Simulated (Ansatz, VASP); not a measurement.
Li2S: VASP beside Ansatz

```
Li S
1.0
     0.00000    2.81655    2.81655
     2.81655    0.00000    2.81655
     2.81655    2.81655    0.00000
Li S
2 1
Direct
  0.25000 0.25000 0.25000
  0.75000 0.75000 0.75000
  0.00000 0.00000 0.00000
```

Alike in both runs: task single point; functional r2SCAN; k mesh 6 × 6 × 6; no spin polarisation.

```csv
,VASP,Ansatz
version,VASP 6.6.1,Ansatz 0.2.0
potentials or method,"VASP PAW PBE potentials, release 64 (Li_sv, S)","plane waves, PAW"
plane-wave cutoff (eV),830,500
occupations,"gaussian, width 0.01 eV",fixed
valence electrons in the cell,12,12
```

Ansatz gave:

* gap on the k mesh at the Fermi level (eV): 3.85
* pressure (GPa): 1.4

Q: Which values does VASP return?

A: gap on the k mesh at the Fermi level (eV): 3.84; pressure (GPa): 1.2.

VASP's potentials were made for PBE, not for r2SCAN.
